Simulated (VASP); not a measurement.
# SiC (P6_3mc) in VASP: a series of runs

SiC is run at these levels: PBE; tasks: single point.

All numbers are computed with VASP 6.6.1; they aren't measurements. Logs are shortened: lines on timing, memory, paths and dates and some standing lists are left out, and cuts for length are marked.

**1. The cell of the first run**

Symmetry: P6_3mc, No. 186, hexagonal system. Conventional cell: a = 3.239 Å, b = 3.239 Å, c = 10.129 Å, α = 90.00°, β = 90.00°, γ = 120.00°. Si (site symmetry 3m) has 4 C at 1.90 to 1.97 Å within 2.5 Å. Within 2.5 Å of Si (site symmetry 3m) lie 4 C at 1.90 to 1.97 Å. Within 2.5 Å of C (site symmetry 3m) lie 4 Si at 1.90 to 1.97 Å. C (site symmetry 3m) has 4 Si at 1.90 to 1.97 Å within 2.5 Å.

**2. Single point, PBE**

INCAR reads:

```
SYSTEM = SiC
PREC     = Accurate       ! precision mode
ENCUT    = 520            ! plane-wave cutoff, eV
EDIFF    = 1E-7           ! SCF threshold, eV
ISMEAR   = 0              ! smearing method
SIGMA    = 0.05           ! smearing width, eV
LREAL    = .False.        ! projectors in reciprocal space
LASPH    = .True.         ! aspherical terms in the spheres
NELM     = 80             ! most SCF steps
ALGO     = Normal         ! electronic algorithm
ISIF     = 2              ! what is computed and relaxed
LWAVE    = .False.        ! write WAVECAR
LCHARG   = .False.        ! write CHGCAR
GGA      = PE             ! functional
NBANDS   = 26             ! bands
```

KPOINTS reads:

```
regular mesh
0
Gamma
  12 12 4
  0 0 0
```

POSCAR reads:

```
SiC
1.0
    3.2385000000      0.0000000000      0.0000000000
   -1.6192500000      2.8046232702      0.0000000000
    0.0000000000      0.0000000000     10.1291708101
Si C
4 4
Direct
    0.6666666667      0.3333333333      0.9378436843
    0.3333333333      0.6666666667      0.4378436843
    0.0000000000      0.0000000000      0.6878989045
    0.0000000000      0.0000000000      0.1878989045
    0.6666666667      0.3333333333      0.7498087506
    0.3333333333      0.6666666667      0.2498087506
    0.0000000000      0.0000000000      0.5004476606
    0.0000000000      0.0000000000      0.0004476606
```

Potentials or basis: VASP PAW PBE potentials, release 64 (Si, C).

Command:

```
> cat potpaw_PBE.64/Si/POTCAR potpaw_PBE.64/C/POTCAR > POTCAR
> mpirun -np 1 vasp_std > vasp.out
```

OUTCAR:

```text
SYSTEM = SiC
   PREC = Accurate
   ENCUT = 520
   EDIFF = 1E-7
   ISMEAR = 0
   LREAL = .False.
   LASPH = .True.
   NELM = 80
   ISIF = 2
   GGA = PE

 ion  position               nearest neighbor table
   1  0.667  0.333  0.938-   5 1.90   8 1.97   8 1.97   8 1.97   3 3.15   3 3.15   3 3.15   4 3.15
                             4 3.15   4 3.15
   2  0.333  0.667  0.438-   6 1.90   7 1.97   7 1.97   7 1.97   4 3.15   4 3.15   4 3.15   3 3.15
                             3 3.15   3 3.15
   3  0.000  0.000  0.688-   7 1.90   5 1.97   5 1.97   5 1.97   1 3.15   1 3.15   1 3.15   2 3.15
                             2 3.15   2 3.15
   4  0.000  0.000  0.188-   8 1.90   6 1.97   6 1.97   6 1.97   2 3.15   2 3.15   2 3.15   1 3.15
                             1 3.15   1 3.15
   5  0.667  0.333  0.750-   1 1.90   3 1.97   3 1.97   3 1.97
   6  0.333  0.667  0.250-   2 1.90   4 1.97   4 1.97   4 1.97
   7  0.000  0.000  0.500-   3 1.90   2 1.97   2 1.97   2 1.97
   8  0.000  0.000  0.000-   4 1.90   1 1.97   1 1.97   1 1.97

  LATTYP: Found a hexagonal cell.
 ALAT       =     3.2385000000
 C/A-ratio  =     3.1277353127

  Lattice vectors:

 A1 = (   3.2385000000,   0.0000000000,   0.0000000000)
 A2 = (  -1.6192500000,   2.8046232702,   0.0000000000)
 A3 = (   0.0000000000,   0.0000000000,  10.1291708101)

Analysis of symmetry for initial positions (statically):
=====================================================================
 Subroutine PRICEL returns:
 Original cell was already a primitive cell.

 Routine SETGRP: Setting up the symmetry group for a
 hexagonal supercell.

 Subroutine GETGRP returns: Found 12 space group operations
 (whereof  6 operations were pure point group operations)
 out of a pool of 24 trial point group operations.

The static configuration has the point symmetry C_3v.
 The point group associated with its full space group is C_6v.

Analysis of symmetry for dynamics (positions and initial velocities):
=====================================================================
 Subroutine PRICEL returns:
 Original cell was already a primitive cell.

 Routine SETGRP: Setting up the symmetry group for a
 hexagonal supercell.

 Subroutine GETGRP returns: Found 12 space group operations
 (whereof  6 operations were pure point group operations)
 out of a pool of 24 trial point group operations.

The dynamic configuration has the point symmetry C_3v.
 The point group associated with its full space group is C_6v.

 Subroutine INISYM returns: Found 12 space group operations
 (whereof  6 operations are pure point group operations),
 and found     1 'primitive' translations

----------------------------------------------------------------------------------------

                                     Primitive cell

  volume of cell :      92.0010

  direct lattice vectors                    reciprocal lattice vectors
     3.238500000  0.000000000  0.000000000     0.308784931  0.178277063  0.000000000
    -1.619250000  2.804623270  0.000000000     0.000000000  0.356554126  0.000000000
     0.000000000  0.000000000 10.129170810     0.000000000  0.000000000  0.098724764

  length of vectors
     3.238500000  3.238500000 10.129170810     0.356554126  0.356554126  0.098724764

  position of ions in fractional coordinates (direct lattice)
     0.666666667  0.333333333  0.937843684
     0.333333333  0.666666667  0.437843684
     0.000000000  0.000000000  0.687898905
     0.000000000  0.000000000  0.187898905
     0.666666667  0.333333333  0.749808751
     0.333333333  0.666666667  0.249808751
     0.000000000  0.000000000  0.500447661
     0.000000000  0.000000000  0.000447661

  ion indices of the primitive-cell ions
   primitive index   ion index
                 1           1
                 2           2
                 3           3
                 4           4
                 5           5
                 6           6
                 7           7
                 8           8

----------------------------------------------------------------------------------------

 KPOINTS: regular mesh

Automatic generation of k-mesh.
 Grid dimensions read from file:
 generate k-points for:   12   12    4

 Generating k-lattice:

  Cartesian coordinates                     Fractional coordinates (reciprocal lattice)
     0.025732078  0.014856422  0.000000000     0.083333333  0.000000000  0.000000000
     0.000000000  0.029712844  0.000000000     0.000000000  0.083333333  0.000000000
     0.000000000  0.000000000  0.024681191     0.000000000  0.000000000  0.250000000

  Length of vectors
     0.029712844  0.029712844  0.024681191

  Shift w.r.t. Gamma in fractional coordinates (k-lattice)
     0.000000000  0.000000000  0.000000000

 Subroutine IBZKPT returns following result:
 ===========================================

 Found     57 irreducible k-points:

 Following reciprocal coordinates:
            Coordinates               Weight
  0.000000  0.000000  0.000000      1.000000
  0.083333  0.000000  0.000000      6.000000
  0.166667  0.000000  0.000000      6.000000
  0.250000  0.000000  0.000000      6.000000
  0.333333  0.000000  0.000000      6.000000
  0.416667  0.000000  0.000000      6.000000
[... 16 lines left out ...]
  0.250000  0.000000  0.250000     12.000000
  0.333333  0.000000  0.250000     12.000000
 [... further k-points ...]
   k-points           NKPTS =     57   k-points in BZ     NKDIM =     57   number of bands    NBANDS=     26
   number of dos      NEDOS =    301   number of ions     NIONS =      8
   total plane-waves  NPLWV =  46080
   dimension x,y,z NGX =    24 NGY =   24 NGZ =   80
   dimension x,y,z NGXF=    48 NGYF=   48 NGZF=  160
   ions per type =               4   4
   NGX,Y,Z   is equivalent  to a cutoff of  12.32, 12.32, 13.13 a.u.
   NGXF,Y,Z  is equivalent  to a cutoff of  24.64, 24.64, 26.26 a.u.
 SYSTEM =  SiC
   PREC   = accura    normal or accurate (medium, high low for compatibility)
   ISTART =      0    job   : 0-new  1-cont  2-samecut
   ICHARG =      2    charge: 1-file 2-atom 10-const
   ISPIN  =      1    spin polarized calculation?
   LNONCOLLINEAR =      F non collinear calculations
   LSORBIT =      F    spin-orbit coupling
   LASPH  =      T    aspherical Exc in radial PAW
   ENCUT  =  520.0 eV  38.22 Ry    6.18 a.u.   6.02  6.02 18.83*2*pi/ulx,y,z
   NELM   =     80;   NELMIN=  2; NELMDL= -5     # of ELM steps
   EDIFF  = 0.1E-06   stopping-criterion for ELM
   LREAL  =      F    real-space projection
   EDIFFG = 0.1E-05   stopping-criterion for IOM
   NSW    =      0    number of steps for IOM
   IBRION =     -1    ionic relax: 0-MD 1-quasi-New 2-CG
   NFREE  =      0    steps in history (QN), initial steepest desc. (CG)
   ISIF   =      2    stress and relaxation
   ISYM   =      2    0-nonsym 1-usesym 2-fastsym
   POTIM  = 0.5000    time-step for ionic-motion
   TEBEG  =    0.0;   TEEND  =   0.0 temperature during run
   PSTRESS=    0.0 pullay stress
   NELECT =      32.0000    total number of electrons
   NUPDOWN=      -1.0000    fix difference up-down
   EMIN   =  10.00;   EMAX   =-10.00  energy-range for DOS
   EFERMI =   0.00;   METHOD = LEGACY
   ISMEAR =     0;   SIGMA  =   0.05  broadening in eV -4-tet -1-fermi 0-gaus
   EFERMI_NEDOS =   21; number of points for ismear=-14 and -15
   IALGO  =     38    algorithm
   IMIX   =      4    mixing-type and parameters
     AMIX     =   0.40;   BMIX     =  1.00
     AMIX_MAG =   1.60;   BMIX_MAG =  1.00
  volume/ion in A,a.u.               =      11.50        77.61
  Fermi-wavevector in a.u.,A,eV,Ry     =   1.151315  2.175669 18.034870  1.325526
  Thomas-Fermi vector in A             =   2.287973
   LORBIT       =      0    0 simple, 1 ext, 2 COOP (PROOUT), +10 PAW based schemes
   GGA     = PE    functional components
   LHFCALC =     F    Hartree Fock is set to
   AEXX    =    0.0000 exact exchange contribution
   IVDW    =     0    specifies the selected vdW correction
   LEPSILON=     F    determine dielectric tensor
   LRPA    =     F    only Hartree local field effects (RPA)
 non-spin polarized calculation
 Gauss-broadening in eV      SIGMA  =   0.05
  energy-cutoff  :      520.00
  volume of cell :       92.00
 maximum number of plane-waves:      2520
   NGX = 13   NGY = 13   NGZ = 37

 number of electron      32.0000002 magnetization

 Free energy of the ion-electron system (eV)
  ---------------------------------------------------
  ext. energy  EPLUGINS =         0.00000000
  ---------------------------------------------------
  free energy    TOTEN  =       -59.63776109 eV

  energy without entropy =      -59.63776109  energy(sigma->0) =      -59.63776109

 E-fermi :   7.3445     XC(G=0): -10.8942

 val. band max:        7.0814290057   @ k =   0.0000   0.0000   0.0000
 cond. band min:       9.0828111077   @ k =   0.5000   0.0000   0.0000
 fundamental gap:      2.0013821020
 Fermi energy:         7.3444532924

 k-point     1 :       0.0000    0.0000    0.0000
  band No.  band energies     occupation
      1      -7.6500      2.00000
      2      -6.4937      2.00000
      3      -6.4457      2.00000
      4      -4.1177      2.00000
      5      -0.9655      2.00000
      6       3.1103      2.00000
[... 18 lines left out ...]
     25      14.3191      0.00000
     26      14.3257      0.00000

 k-point     2 :       0.0833    0.0000    0.0000
  band No.  band energies     occupation
      1      -7.5433      2.00000
      2      -6.3915      2.00000
      3      -6.3428      2.00000
      4      -4.0318      2.00000
      5      -0.8746      2.00000
      6       3.0998      2.00000
[... 18 lines left out ...]
     25      13.8358      0.00000
[... 608 lines left out ...]
     25      14.8646      0.00000
     26      15.1024      0.00000

 k-point    24 :       0.3333    0.0000    0.2500
  band No.  band energies     occupation
      1      -5.9519      2.00000
      2      -5.4056      2.00000
      3      -4.3968      2.00000
      4      -3.2991      2.00000
      5      -0.0354      2.00000
      6       0.4747      2.00000
[... 18 lines left out ...]
     25      15.0365      0.00000
     26      15.4815      0.00000

 [... further k-points ...]

------------------------ aborting loop because EDIFF is reached ----------------------------------------

  FORCE on cell =-STRESS in cart. coord.  units (eV):
  Direction    XX          YY          ZZ          XY          YZ          ZX
  --------------------------------------------------------------------------------------
  -------------------------------------------------------------------------------------
  Total      -12.8669076    -12.8669076     -1.4126094      0.0000000      0.0000000     -0.0000000
  in kB     -224.0745002   -224.0745002    -24.6002963      0.0000000      0.0000000     -0.0000000
  external PRESSURE =    -157.5830989 kB  Pullay stress =       0.0000000 kB

 VOLUME and BASIS-vectors are now :
 -----------------------------------------------------------------------------
  energy-cutoff  :      520.00
  volume of cell :       92.00
      direct lattice vectors                 reciprocal lattice vectors
     3.238500000  0.000000000  0.000000000     0.308784931  0.178277063  0.000000000
    -1.619250000  2.804623270  0.000000000     0.000000000  0.356554126  0.000000000
     0.000000000  0.000000000 10.129170810     0.000000000  0.000000000  0.098724764

 POSITION                                       TOTAL-FORCE (eV/Angst)
 -----------------------------------------------------------------------------------
      1.61925      0.93487      9.49958        -0.000000      0.000000      0.273929
     -0.00000      1.86975      4.43499         0.000000      0.000000      0.273929
      0.00000      0.00000      6.96785        -0.000000     -0.000000      0.284621
      0.00000      0.00000      1.90326         0.000000      0.000000      0.284621
      1.61925      0.93487      7.59494         0.000000      0.000000     -0.308442
     -0.00000      1.86975      2.53036        -0.000000      0.000000     -0.308442
      0.00000      0.00000      5.06912         0.000000      0.000000     -0.250107
      0.00000      0.00000      0.00453        -0.000000      0.000000     -0.250107
 -----------------------------------------------------------------------------------
    total drift:                               -0.000000     -0.000000      0.000026

  FREE ENERGIE OF THE ION-ELECTRON SYSTEM (eV)
  ---------------------------------------------------
  free  energy   TOTEN  =       -59.6377610904 eV

  energy  without entropy=      -59.6377610904  energy(sigma->0) =      -59.63776109
```

Run time: 56 s. Hardware: 1 thread of Intel Xeon 6975P-C (Granite Rapids), shared host; peak memory 0.25 GiB.

Results:

* Free energy: -59.6378 eV
* Pressure: -15.8 GPa
* Largest force: 0.308 eV/Å
* Band gap on the k mesh: 2.00 eV, indirect (least direct gap 3.06 eV)

Forces on the atoms (eV/Å):
```
Si   0.000  0.000  0.274
Si   0.000  0.000  0.274
Si   0.000  0.000  0.285
Si   0.000  0.000  0.285
C    0.000  0.000 -0.308
C    0.000  0.000 -0.308
C    0.000  0.000 -0.250
C    0.000  0.000 -0.250
```

Stress tensor (GPa, compression positive):
```
-22.41   0.00   0.00
  0.00 -22.41   0.00
  0.00   0.00  -2.46
```

Levels at points of the mesh, in eV from the valence-band top:
```
           k point  band 13  band 14  band 15  band 16  band 17  band 18  band 19  band 20
(0.00, 0.00, 0.00)    -0.78    -0.10    -0.10     0.00     3.52     4.17     4.86     4.95
(0.50, 0.00, 0.00)    -2.37    -1.97    -1.45    -1.06     2.00     2.23     3.69     4.24
(0.00, 0.00, 0.50)    -0.34    -0.34    -0.34    -0.34     3.75     3.75     5.20     5.20
(0.50, 0.00, 0.50)    -2.36    -2.36    -1.52    -1.52     2.35     2.35     3.98     3.98
```

A k mesh can miss the band edges. As with any semilocal functional, this PBE gap is likely too small.

[end of part 1 of 2]
